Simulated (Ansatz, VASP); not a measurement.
## Mg2Si in VASP and in Ansatz

The input INCAR:

```
SYSTEM = Mg2Si
ALGO = Normal
EDIFF = 1E-6
ENCUT = 600
GGA = PE
GGA_COMPAT = .False.
ISIF = 2
ISMEAR = 0
LASPH = .True.
LCHARG = .False.
LREAL = .False.
LWAVE = .False.
NBANDS = 11
NELM = 120
PREC = Accurate
SIGMA = 0.05
```

Contents of KPOINTS:

```
k-points
0
Gamma
  6 6 6
  0 0 0
```

The input POSCAR:

```
Mg2Si
1.0
    0.0000000000      3.1820363605      3.1820363605
    3.1820363605      0.0000000000      3.1820363605
    3.1820363605      3.1820363605      0.0000000000
Mg Si
2 1
Direct
    0.2500000000      0.2500000000      0.2500000000
    0.7500000000      0.7500000000      0.7500000000
    0.0000000000      0.0000000000      0.0000000000
```

Input for Ansatz:

```yaml
crystal:
  lattice:
    - [0.0, 3.1820363605, 3.1820363605]
    - [3.1820363605, 0.0, 3.1820363605]
    - [3.1820363605, 3.1820363605, 0.0]
  atoms:
    - { symbol: Mg, position: [0.25, 0.25, 0.25] }
    - { symbol: Mg, position: [0.75, 0.75, 0.75] }
    - { symbol: Si, position: [0.0, 0.0, 0.0] }
basis:
  ecutwfc: 420
  ecutrho_ratio: 4
kpoints:
  mp_grid: { grid: [6, 6, 6] }
hamiltonian:
  xc: pbe
scf:
  occupations: { method: gaussian, width: 0.05 }
output:
  forces: true
  stress: true
  eigenvalues: true
```

Alike in both runs: task single point; functional PBE; k mesh 6 × 6 × 6; occupations gaussian, width 0.05 eV; no spin polarisation.

|  | VASP | Ansatz |
| --- | --- | --- |
| version | VASP 6.6.1 | Ansatz 0.2.0 |
| potentials or method | VASP PAW PBE potentials, release 64 (Mg, Si), cutoff 600 eV | scalar-relativistic, plane waves, PAW |
| valence electrons in the cell | 8 | 24 |

```tsv
	VASP	Ansatz	Ansatz less VASP
gap on the k mesh at the Fermi level (eV)	0.21	0.21	+0.002
least direct gap on the mesh (eV)	1.84	1.84	+0.002
pressure (GPa)	-0.1	0.0	+0.13
```

The functional is the same, so the differences come from potentials, cutoffs and numerics. VASP's potentials hold 8 valence electrons a cell and Ansatz's 24, so a difference there can come from the potentials and not from the codes.
